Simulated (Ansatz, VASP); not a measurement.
## Au in VASP and in Ansatz

```
Au
1.0
    -1.47653    1.47653    2.08782
     1.47653   -1.47653    2.08782
     1.47653    1.47653   -2.08782
Au
1
Cartesian
  0.0000 0.0000 0.0000
```

Alike in both runs: task single point; functional r2SCAN; k mesh 22 × 22 × 22; occupations gaussian, width 0.15 eV; no spin polarisation.

|  | VASP | Ansatz |
| --- | --- | --- |
| version | VASP 6.6.1 | Ansatz 0.2.0 |
| potentials or method | VASP PAW PBE potentials, release 64 (Au), cutoff 520 eV | scalar-relativistic, plane waves, PAW |
| valence electrons in the cell | 11 | 19 |

|  | VASP | Ansatz | Ansatz less VASP |
| --- | --- | --- | --- |
| gap on the k mesh at the Fermi level (eV) | none | none | - |
| pressure (GPa) | -4.9 | -5.1 | -0.18 |

VASP's potentials were made for PBE, not for r2SCAN. A gap of «none» marks a metal or a gap that the smearing closes. VASP's potentials hold 11 valence electrons a cell and Ansatz's 19, so a difference there can come from the potentials and not from the codes.

Neither program's run includes spin-orbit coupling.
